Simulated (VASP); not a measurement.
Runs of VASP 6.6.1 on Os. The structure is that of space group P6_3/mmc (No. 194), or close to it. The cells are those of the table. 

```tsv
cell	k mesh	gap on the mesh (eV)	pressure (GPa)
a = 2.824, b = 2.824, c = 9.064 Å, angles 90.0, 90.0, 120.0°, 4 atoms	15 × 15 × 4	none	-24.8
a = 2.677, b = 2.677, c = 8.592 Å, angles 90.0, 90.0, 120.0°, 4 atoms	15 × 15 × 4	none	38.5
a = 2.858, b = 2.858, c = 9.174 Å, angles 90.0, 90.0, 120.0°, 4 atoms	15 × 15 × 4	none	(b)
a = 2.637, b = 2.637, c = 8.466 Å, angles 90.0, 90.0, 120.0°, 4 atoms	15 × 15 × 4	none	(a)
a = 2.715, b = 2.715, c = 8.715 Å, angles 90.0, 90.0, 120.0°, 4 atoms	15 × 15 × 4	none	16.6
a = 2.752, b = 2.752, c = 8.834 Å, angles 90.0, 90.0, 120.0°, 4 atoms	13 × 13 × 4	none	-0.5
a = 2.788, b = 2.788, c = 8.951 Å, angles 90.0, 90.0, 120.0°, 4 atoms	15 × 15 × 4	none	-14.2
a = 2.752, b = 2.752, c = 8.834 Å, angles 90.0, 90.0, 120.0°, 4 atoms	17 × 17 × 5	none	-0.6
a = 2.752, b = 2.752, c = 8.834 Å, angles 90.0, 90.0, 120.0°, 4 atoms	15 × 15 × 4	none	-0.6
```

Alike in all rows: task single point; level RPBE; potentials or basis VASP PAW PBE potentials, release 64 (Os); no spin polarisation; cutoff (eV) 520; smearing fermi-dirac 0.1 eV.

Q: Estimate the missing entries.

A: (a) 66.3; (b) -33.1.

Caveats: the PAW data sets were made with another functional, which shifts forces and pressure a little; spin-orbit coupling is left out, which moves the levels of the heavy elements.

A k mesh can miss the band edges, and the runs leave out spin-orbit coupling on Os.

A gap of «none» marks levels without a gap at the run's occupations.
